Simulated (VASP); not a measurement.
Set up this calculation in VASP 6.6.1, as the native input.

```
Task                   : single point
Functional             : PBEsol
Potentials or basis    : VASP PAW PBE potentials, release 64 (W_sv)
Cutoff                 : 500 eV
k mesh                 : 3 × 3 × 3
Occupations            : fermi-dirac, width 0.1 eV
Spin                   : no spin polarisation
Dipole correction      : no
Further INCAR settings : ALGO = Normal; EDIFF = 1e-06; NBANDS = 208
```

The structure of W lies in POSCAR:

```
W
1.0
   -4.7554733403      4.7554733403      4.7554733403
    4.7554733403     -4.7554733403      4.7554733403
    4.7554733403      4.7554733403     -4.7554733403
W
27
Direct
    0.0000000000      0.0000000000      0.0000000000
    0.0000000000      0.0000000000      0.3333333333
    0.0000000000      0.0000000000      0.6666666667
    0.0000000000      0.3333333333      0.0000000000
    0.0000000000      0.3333333333      0.3333333333
    0.0000000000      0.3333333333      0.6666666667
    0.0000000000      0.6666666667      0.0000000000
    0.0000000000      0.6666666667      0.3333333333
    0.0000000000      0.6666666667      0.6666666667
    0.3333333333      0.0000000000      0.0000000000
    0.3333333333      0.0000000000      0.3333333333
    0.3333333333      0.0000000000      0.6666666667
    0.3333333333      0.3333333333      0.0000000000
    0.3333333333      0.3333333333      0.3333333333
    0.3333333333      0.3333333333      0.6666666667
    0.3333333333      0.6666666667      0.0000000000
    0.3333333333      0.6666666667      0.3333333333
    0.3333333333      0.6666666667      0.6666666667
    0.6666666667      0.0000000000      0.0000000000
    0.6666666667      0.0000000000      0.3333333333
    0.6666666667      0.0000000000      0.6666666667
    0.6666666667      0.3333333333      0.0000000000
    0.6666666667      0.3333333333      0.3333333333
    0.6666666667      0.3333333333      0.6666666667
    0.6666666667      0.6666666667      0.0000000000
    0.6666666667      0.6666666667      0.3333333333
    0.6666666667      0.6666666667      0.6666666667
```

One way to write it, as run:

INCAR

```
PREC = Accurate
ENCUT = 500
EDIFF = 1E-6
ISMEAR = -1
SIGMA = 0.1
LREAL = F
LASPH = T
NELM = 120
ALGO = Normal
ISIF = 2
LWAVE = F
LCHARG = F
GGA = PS
NBANDS = 208
GGA_COMPAT = F
```

KPOINTS

```
Automatic mesh
0
Gamma
  3 3 3
```

Potentials or basis: VASP PAW PBE potentials, release 64 (W_sv).

Launch:

```console
$ cat potpaw_PBE.64/W_sv/POTCAR > POTCAR
$ mpirun -np 1 vasp_std > vasp.out
```

It gave:

```json
{
 "Pressure": "-4.5 GPa",
 "Band gap on the k mesh": "zero (bands 189 and 190 overlap by 1.60 eV)"
}
```

Caveat: the cell stands under tension; the PAW data sets were made with another functional, which shifts forces and pressure a little; spin-orbit coupling is left out, which moves the levels of the heavy elements.

Wall time 19 min on 1 thread of Intel Xeon 8259CL, on a shared host, peak memory 0.6 GiB.
